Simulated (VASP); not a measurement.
# TmP2 (P6/mmm) in VASP: further runs

TmP2 is run at these levels: PBE; tasks: single point, relaxation of cell and atoms.

Everything below comes from runs of VASP 6.6.1. Logs are shortened: lines on timing, memory, paths and dates and some standing lists are left out, and cuts for length are marked.

**1. The cell of the first run**

Symmetry: P6/mmm, No. 191, hexagonal system. Conventional cell: a = 4.147 Å, b = 4.147 Å, c = 3.656 Å, α = 90.00°, β = 90.00°, γ = 120.00°. Tm (site symmetry 6/mmm) has 12 P at 3.01 Å and 8 Tm at 3.66 to 4.15 Å within 4.2 Å. P (site symmetry -6m2) has 3 P at 2.39 Å and 6 Tm at 3.01 Å within 3.2 Å.

The cell was built from a structure type or drawn by symmetry, and may not be a known phase.

**2. Single point, PBE**

The input, INCAR:

```
PREC = Accurate
ENCUT = 500
EDIFF = 1E-6
ISMEAR = 0
SIGMA = 0.1
LREAL = False
LASPH = True
NELM = 200
ALGO = Normal
ISIF = 2
LWAVE = False
LCHARG = False
GGA = PE
NBANDS = 16
GGA_COMPAT = False
LMAXMIX = 6
```

The input, KPOINTS:

```
regular mesh
0
Gamma
  12 12 14
```

The input, POSCAR:

```
TmP2
1.0
    4.1473266384      0.0000000000      0.0000000000
   -2.0736633192      3.5916902266      0.0000000000
    0.0000000000      0.0000000000      3.6562810386
Tm P
1 2
Direct
    0.0000000000      0.0000000000      0.0000000000
    0.3333333333      0.6666666667      0.5000000000
    0.6666666667      0.3333333333      0.5000000000
```

Potentials or basis: VASP PAW PBE potentials, release 64 (Tm_3, P), 4f in core.

On the command line:

```
cat potpaw_PBE.64/Tm_3/POTCAR potpaw_PBE.64/P/POTCAR > POTCAR
mpirun -np 1 vasp_std > vasp.out
```

OUTCAR:

```text
PREC = Accurate
   ENCUT = 500
   EDIFF = 1E-6
   ISMEAR = 0
   LREAL = False
   LASPH = True
   NELM = 200
   ISIF = 2
   GGA = PE

 ion  position               nearest neighbor table
   1  0.000  0.000  0.000-   2 3.01   3 3.01   2 3.01   3 3.01   2 3.01   2 3.01   3 3.01   3 3.01
                             3 3.01   3 3.01   2 3.01   2 3.01
   2  0.333  0.667  0.500-   3 2.39   3 2.39   3 2.39   1 3.01   1 3.01   1 3.01   1 3.01   1 3.01
                             1 3.01
   3  0.667  0.333  0.500-   2 2.39   2 2.39   2 2.39   1 3.01   1 3.01   1 3.01   1 3.01   1 3.01
                             1 3.01

  LATTYP: Found a hexagonal cell.
 ALAT       =     4.1473266384
 C/A-ratio  =     0.8815994874

  Lattice vectors:

 A1 = (   4.1473266384,   0.0000000000,   0.0000000000)
 A2 = (  -2.0736633192,   3.5916902266,   0.0000000000)
 A3 = (   0.0000000000,   0.0000000000,   3.6562810386)

Analysis of symmetry for initial positions (statically):
=====================================================================
 Subroutine PRICEL returns:
 Original cell was already a primitive cell.

 Routine SETGRP: Setting up the symmetry group for a
 hexagonal supercell.

 Subroutine GETGRP returns: Found 24 space group operations
 (whereof 24 operations were pure point group operations)
 out of a pool of 24 trial point group operations.

The static configuration has the point symmetry D_6h.

Analysis of symmetry for dynamics (positions and initial velocities):
=====================================================================
 Subroutine PRICEL returns:
 Original cell was already a primitive cell.

 Routine SETGRP: Setting up the symmetry group for a
 hexagonal supercell.

 Subroutine GETGRP returns: Found 24 space group operations
 (whereof 24 operations were pure point group operations)
 out of a pool of 24 trial point group operations.

The dynamic configuration has the point symmetry D_6h.

 Subroutine INISYM returns: Found 24 space group operations
 (whereof 24 operations are pure point group operations),
 and found     1 'primitive' translations

----------------------------------------------------------------------------------------

                                     Primitive cell

  volume of cell :      54.4636

[... 83 lines left out ...]
   ICHARG =      2    charge: 1-file 2-atom 10-const
   ISPIN  =      1    spin polarized calculation?
   LNONCOLLINEAR =      F non collinear calculations
   LSORBIT =      F    spin-orbit coupling
   LASPH  =      T    aspherical Exc in radial PAW
   ENCUT  =  500.0 eV  36.75 Ry    6.06 a.u.   7.56  7.56  6.67*2*pi/ulx,y,z
   NELM   =    200;   NELMIN=  2; NELMDL= -5     # of ELM steps
   EDIFF  = 0.1E-05   stopping-criterion for ELM
   LREAL  =      F    real-space projection
   EDIFFG = 0.1E-04   stopping-criterion for IOM
   NSW    =      0    number of steps for IOM
   IBRION =     -1    ionic relax: 0-MD 1-quasi-New 2-CG
   NFREE  =      0    steps in history (QN), initial steepest desc. (CG)
   ISIF   =      2    stress and relaxation
   ISYM   =      2    0-nonsym 1-usesym 2-fastsym
   POTIM  = 0.5000    time-step for ionic-motion
   TEBEG  =    0.0;   TEEND  =   0.0 temperature during run
   PSTRESS=    0.0 pullay stress
   NELECT =      19.0000    total number of electrons
   NUPDOWN=      -1.0000    fix difference up-down
   EMIN   =  10.00;   EMAX   =-10.00  energy-range for DOS
   EFERMI =   0.00;   METHOD = LEGACY
   ISMEAR =     0;   SIGMA  =   0.10  broadening in eV -4-tet -1-fermi 0-gaus
   EFERMI_NEDOS =   21; number of points for ismear=-14 and -15
   IALGO  =     38    algorithm
   IMIX   =      4    mixing-type and parameters
     AMIX     =   0.40;   BMIX     =  1.00
     AMIX_MAG =   1.60;   BMIX_MAG =  1.00
  volume/ion in A,a.u.               =      18.15       122.51
  Fermi-wavevector in a.u.,A,eV,Ry     =   1.152455  2.177823 18.070598  1.328151
  Thomas-Fermi vector in A             =   2.289105
   LORBIT       =      0    0 simple, 1 ext, 2 COOP (PROOUT), +10 PAW based schemes
   GGA     = PE    functional components
   LHFCALC =     F    Hartree Fock is set to
   AEXX    =    0.0000 exact exchange contribution
   IVDW    =     0    specifies the selected vdW correction
   LEPSILON=     F    determine dielectric tensor
   LRPA    =     F    only Hartree local field effects (RPA)
 non-spin polarized calculation
 Gauss-broadening in eV      SIGMA  =   0.10
  energy-cutoff  :      500.00
  volume of cell :       54.46
 maximum number of plane-waves:      1403
   NGX = 15   NGY = 15   NGZ = 13

 number of electron      19.0000000 magnetization

 Free energy of the ion-electron system (eV)
  ---------------------------------------------------
  ext. energy  EPLUGINS =         0.00000000
  ---------------------------------------------------
  free energy    TOTEN  =       -17.22123742 eV

  energy without entropy =      -17.21507372  energy(sigma->0) =      -17.21815557

 E-fermi :   7.2324     XC(G=0): -10.9530

 val. band max:        7.2305016198   @ k =   0.3333   0.3333   0.1429
 cond. band min:       7.2392371877   @ k =   0.0000   0.0000   0.5000
 fundamental gap:      0.0087355679
 Fermi energy:         7.2323692365

 k-point     1 :       0.0000    0.0000    0.0000
  band No.  band energies     occupation
      1     -18.6608      2.00000
      2     -18.6608      2.00000
      3     -18.5528      2.00000
      4      -7.3574      2.00000
      5       1.2556      2.00000
      6       1.8488      2.00000
[... 433 lines left out ...]
      3     -18.5542      2.00000
      4      -6.1414      2.00000
      5      -2.7630      2.00000
      6       1.5198      2.00000
[... 8 lines left out ...]
     15      11.5994      0.00000
     16      12.4513      0.00000

 [... further k-points ...]
[... 5 lines left out ...]
  --------------------------------------------------------------------------------------
  -------------------------------------------------------------------------------------
  Total       -0.0431464     -0.0431464      0.0366845      0.0000000     -0.0000000     -0.0000000
  in kB       -1.2692546     -1.2692546      1.0791630      0.0000000     -0.0000000     -0.0000000
  external PRESSURE =      -0.4864487 kB  Pullay stress =       0.0000000 kB

 VOLUME and BASIS-vectors are now :
 -----------------------------------------------------------------------------
  energy-cutoff  :      500.00
  volume of cell :       54.46
      direct lattice vectors                 reciprocal lattice vectors
     4.147326638  0.000000000  0.000000000     0.241119180  0.139210224  0.000000000
    -2.073663319  3.591690227  0.000000000     0.000000000  0.278420447  0.000000000
     0.000000000  0.000000000  3.656281039     0.000000000  0.000000000  0.273501952

 POSITION                                       TOTAL-FORCE (eV/Angst)
 -----------------------------------------------------------------------------------
      0.00000      0.00000      0.00000        -0.000000      0.000000     -0.000000
     -0.00000      2.39446      1.82814         0.000000      0.000000      0.000000
      2.07366      1.19723      1.82814        -0.000000      0.000000     -0.000000
 -----------------------------------------------------------------------------------
    total drift:                                0.000000     -0.000000      0.000000

  FREE ENERGIE OF THE ION-ELECTRON SYSTEM (eV)
  ---------------------------------------------------
  free  energy   TOTEN  =       -17.2212374156 eV

  energy  without entropy=      -17.2150737198  energy(sigma->0) =      -17.21815557
```

OSZICAR:

```text
N       E                     dE             d eps       ncg     rms          rms(c)
DAV:   1     0.815442476049E+02    0.81544E+02   -0.79028E+03  5048   0.104E+03
DAV:   2    -0.999603196522E+01   -0.91540E+02   -0.87394E+02  5464   0.280E+02
DAV:   3    -0.171868648149E+02   -0.71908E+01   -0.68645E+01  6992   0.529E+01
DAV:   4    -0.174029862377E+02   -0.21612E+00   -0.21518E+00  6088   0.100E+01
DAV:   5    -0.174105969902E+02   -0.76108E-02   -0.76093E-02  7416   0.180E+00    0.194E+01
DAV:   6    -0.172190316806E+02    0.19157E+00   -0.47464E-01  8072   0.452E+00    0.123E+01
DAV:   7    -0.172288554976E+02   -0.98238E-02   -0.21525E-01  8368   0.351E+00    0.146E+00
DAV:   8    -0.172212798909E+02    0.75756E-02   -0.55472E-02  7784   0.146E+00    0.202E-01
DAV:   9    -0.172212469822E+02    0.32909E-04   -0.22896E-03  6784   0.310E-01    0.120E-01
DAV:  10    -0.172212407185E+02    0.62637E-05   -0.12879E-04  7760   0.948E-02    0.504E-02
DAV:  11    -0.172212401335E+02    0.58503E-06   -0.44797E-05  7888   0.384E-02    0.280E-02
DAV:  12    -0.172212375369E+02    0.25966E-05   -0.71066E-06  7136   0.205E-02    0.526E-03
DAV:  13    -0.172212374156E+02    0.12132E-06   -0.59679E-07  3752   0.571E-03
   1 F= -.17221237E+02 E0= -.17218156E+02  d E =-.616370E-02
```

stdout:

```text
POSCAR found type information on POSCAR TmP
 POSCAR found :  2 types and       3 ions
 scaLAPACK will be used
 LDA part: xc-table for (Slater+PW92), standard interpolation
 POSCAR, INCAR and KPOINTS ok, starting setup
 FFT: planning ... GRIDC
 FFT: planning ... GRID_SOFT
 FFT: planning ... GRID
 WAVECAR not read
 entering main loop
```

Run time: 45 s. Hardware: 1 thread of Intel Xeon 6975P-C (Granite Rapids), shared host; peak memory 0.25 GiB.

Results:

```yaml
Free_energy: -17.2212 eV
Pressure: 0.0 GPa
Band_gap_on_the_k_mesh: zero (an odd number of electrons rules out a gap without spin polarisation)
```

Stress tensor (GPa, compression positive):
```
-0.13  0.00  0.00
 0.00 -0.13  0.00
 0.00  0.00  0.11
```

Caveat: spin-orbit coupling is left out, which moves the levels of the heavy elements; the 4f electrons are frozen in the core, so they carry no moment and show no levels.

**3. Relaxation of cell and atoms, PBE**

This run uses another cell than the first one, of 18.05 Å³/atom.

The input, INCAR:

```
SYSTEM = TmP2
ALGO     = Normal         ! electronic algorithm
EDIFF    = 1E-7           ! SCF threshold, eV
EDIFFG   = -0.01          ! ionic threshold
ENCUT    = 500            ! plane-wave cutoff, eV
GGA      = PE             ! functional
GGA_COMPAT= .False.      
IBRION   = 2              ! ionic algorithm
ISIF     = 3              ! what is computed and relaxed
ISMEAR   = 0              ! smearing method
LASPH    = .True.         ! aspherical terms in the spheres
LCHARG   = .False.        ! write CHGCAR
LMAXMIX  = 6              ! l up to which the mixer works
LREAL    = .False.        ! projectors in reciprocal space
LWAVE    = .False.        ! write WAVECAR
NELM     = 200            ! most SCF steps
NELMIN   = 4            
NSW      = 100            ! ionic steps
PREC     = Accurate       ! precision mode
SIGMA    = 0.1            ! smearing width, eV
```

The input, KPOINTS:

```
k-points
0
Gamma
  12 12 14
  0 0 0
```

The input, POSCAR:

```
TmP2
1.0
    4.1427591225      0.0000000000      0.0000000000
   -2.0713795613      3.5877346419      0.0000000000
    0.0000000000      0.0000000000      3.6434529332
Tm P
1 2
Direct
    0.0000000000      0.0000000000      0.0000000000
    0.3333333333      0.6666666667      0.5000000000
    0.6666666667      0.3333333333      0.5000000000
```

Potentials or basis: VASP PAW PBE potentials, release 64 (Tm_3, P), 4f in core.

On the command line:

```
cat potpaw_PBE.64/Tm_3/POTCAR potpaw_PBE.64/P/POTCAR > POTCAR
mpirun -np 1 vasp_std > vasp.out
```

OUTCAR:

```text
SYSTEM = TmP2
   EDIFF = 1E-7
   EDIFFG = -0.01
   ENCUT = 500
   GGA = PE
   IBRION = 2
   ISIF = 3
   ISMEAR = 0
   LASPH = .True.
   LREAL = .False.
   NELM = 200
   NELMIN = 4
   NSW = 100
   PREC = Accurate

 ion  position               nearest neighbor table
   1  0.000  0.000  0.000-   2 3.01   3 3.01   2 3.01   3 3.01   3 3.01   3 3.01   2 3.01   2 3.01
                             3 3.01   3 3.01   2 3.01   2 3.01
   2  0.333  0.667  0.500-   3 2.39   3 2.39   3 2.39   1 3.01   1 3.01   1 3.01   1 3.01   1 3.01
                             1 3.01
   3  0.667  0.333  0.500-   2 2.39   2 2.39   2 2.39   1 3.01   1 3.01   1 3.01   1 3.01   1 3.01
                             1 3.01

  LATTYP: Found a hexagonal cell.
 ALAT       =     4.1427591225
 C/A-ratio  =     0.8794749647

  Lattice vectors:

 A1 = (   4.1427591225,   0.0000000000,   0.0000000000)
 A2 = (  -2.0713795613,   3.5877346419,   0.0000000000)
 A3 = (   0.0000000000,   0.0000000000,   3.6434529332)

Analysis of symmetry for initial positions (statically):
=====================================================================
 Subroutine PRICEL returns:
 Original cell was already a primitive cell.

 Routine SETGRP: Setting up the symmetry group for a
 hexagonal supercell.

 Subroutine GETGRP returns: Found 24 space group operations
[... 178 lines left out ...]
  external PRESSURE =       4.7853909 kB  Pullay stress =       0.0000000 kB
[... 98 lines left out ...]
--------------------------------------- Ionic step        4  -------------------------------------------

 number of electron      18.9999999 magnetization

 Free energy of the ion-electron system (eV)
  ---------------------------------------------------
  ext. energy  EPLUGINS =         0.00000000
  ---------------------------------------------------
  free energy    TOTEN  =       -17.22123899 eV

  energy without entropy =      -17.21511232  energy(sigma->0) =      -17.21817565

 E-fermi :   7.2381     XC(G=0): -10.9544

 val. band max:        7.2355662101   @ k =   0.3333   0.3333   0.5000
 cond. band min:       7.2401008307   @ k =   0.3333   0.3333   0.1429
 fundamental gap:      0.0045346206
 Fermi energy:         7.2380523720

 k-point     1 :       0.0000    0.0000    0.0000
  band No.  band energies     occupation
      1     -18.6559      2.00000
      2     -18.6559      2.00000
      3     -18.5487      2.00000
      4      -7.3603      2.00000
      5       1.2710      2.00000
      6       1.8521      2.00000
      7       1.8521      2.00000
      8       4.1788      2.00000
      9       5.9050      2.00000
     10       6.7627      2.00000
     11       6.7627      2.00000
     12       9.6995      0.00000
     13       9.8689      0.00000
[... 354 lines left out ...]
  band No.  band energies     occupation
      1     -18.7361      2.00000
      2     -18.6725      2.00000
      3     -18.5499      2.00000
      4      -6.1430      2.00000
      5      -2.7598      2.00000
      6       1.5208      2.00000
      7       3.3757      2.00000
      8       3.9993      2.00000
      9       7.0783      1.97611
     10       7.5213      0.00006
     11       8.1167      0.00000
     12       9.0707      0.00000
     13       9.5987      0.00000

 [... further k-points ...]
[... 5 lines left out ...]
  --------------------------------------------------------------------------------------
  -------------------------------------------------------------------------------------
  Total       -0.0115198     -0.0115198      0.0105251      0.0000000     -0.0000000      0.0000000
  in kB       -0.3390142     -0.3390142      0.3097416      0.0000000     -0.0000000      0.0000000
  external PRESSURE =      -0.1227623 kB  Pullay stress =       0.0000000 kB
[... 18 lines left out ...]
  FREE ENERGIE OF THE ION-ELECTRON SYSTEM (eV)
  ---------------------------------------------------
  free  energy   TOTEN  =       -17.2212389891 eV

  energy  without entropy=      -17.2151123152  energy(sigma->0) =      -17.21817565

 reached required accuracy - stopping structural energy minimisation
```

OSZICAR:

```text
N       E                     dE             d eps       ncg     rms          rms(c)
DAV:   1     0.960843352719E+02    0.96084E+02   -0.81072E+03  4088   0.128E+03
[... 31 lines left out ...]
       N       E                     dE             d eps       ncg     rms          rms(c)
DAV:   1    -0.172212857085E+02   -0.11254E-03   -0.42431E-03  4762   0.505E-01    0.517E-02
DAV:   2    -0.172212579767E+02    0.27732E-04   -0.17650E-04  5456   0.119E-01    0.267E-02
DAV:   3    -0.172212400118E+02    0.17965E-04   -0.38435E-05  6434   0.544E-02    0.814E-03
DAV:   4    -0.172212390968E+02    0.91503E-06   -0.30429E-06  5664   0.122E-02    0.444E-03
DAV:   5    -0.172212389399E+02    0.15695E-06   -0.49675E-07  5453   0.473E-03    0.156E-03
DAV:   6    -0.172212389891E+02   -0.49235E-07   -0.22521E-08  2686   0.137E-03
   4 F= -.17221239E+02 E0= -.17218176E+02  d E =-.658445E-04
```

CONTCAR:

```text
TmP2
   1.00000000000000
     4.1449739522185229   -0.0000000000000306   -0.0000000000000000
    -2.0724869761593148    3.5896527407014016    0.0000000000000000
    -0.0000000000000000   -0.0000000000000000    3.6590081017422169
  Tm              P
     1     2
Direct
     0.0000000000000000    0.0000000000000000    1.0000000000000000
     0.3333333332999970    0.6666666667000030    0.5000000000000000
     0.6666666667000030    0.3333333332999970    0.5000000000000000

  0.00000000E+00  0.00000000E+00  0.00000000E+00
  0.00000000E+00  0.00000000E+00  0.00000000E+00
  0.00000000E+00  0.00000000E+00  0.00000000E+00
```

Run time: 96 s. Hardware: 1 thread of Intel Xeon 6975P-C (Granite Rapids), shared host; peak memory 0.25 GiB.

What came out:

- Free energy: -17.2212 eV
- Relaxed volume: 18.15 Å³/atom
- Relaxed cell: a = 4.145 Å, b = 4.145 Å, c = 3.659 Å, α = 90.00°, β = 90.00°, γ = 120.00°
- Space group after relaxing (to 0.1 Å): P6/mmm (No. 191)
- Energy gained by relaxing: 0.2 meV/atom
- Ionic steps: 4
- Pressure after relaxing: 0.0 GPa
- Band gap on the k mesh: zero (an odd number of electrons rules out a gap without spin polarisation)

The path:
| step | energy change (eV) | largest force (eV/Å) | pressure (GPa) | volume (Å³) |
| --- | --- | --- | --- | --- |
| 1 | 0.0000 | 0.0000 | 0.48 | 54.15 |
| 2 | -0.0005 | 0.0000 | -0.24 | 54.58 |
| 3 | -0.0006 | 0.0000 | -0.06 | 54.47 |
| 4 | -0.0007 | 0.0000 | -0.01 | 54.44 |

Final structure:
```xyz
3
Lattice="4.1450 0.0000 0.0000 -2.0725 3.5897 0.0000 0.0000 0.0000 3.6590" Properties=species:S:1:pos:R:3 pbc="T T T"
Tm    0.0000    0.0000    3.6590
P     0.0000    2.3931    1.8295
P     2.0725    1.1966    1.8295
```

Levels at points of the mesh, in eV from the Fermi level:
| k point | band 7 | band 8 | band 9 | band 10 | band 11 | band 12 |
| --- | --- | --- | --- | --- | --- | --- |
| (0.00, 0.00, 0.00) | -5.39 | -3.06 | -1.33 | -0.48 | -0.48 | 2.46 |
| (0.50, 0.00, 0.00) | -4.32 | -2.98 | -0.28 | 1.68 | 1.70 | 1.96 |
| (0.00, 0.00, 0.50) | -4.54 | -4.54 | -2.35 | -2.35 | 0.01 | 0.35 |
| (0.50, 0.00, 0.50) | -4.64 | -4.54 | -2.41 | 2.68 | 3.41 | 3.47 |

Caveat: spin-orbit coupling is left out, which moves the levels of the heavy elements; the 4f electrons are frozen in the core, so they carry no moment and show no levels.
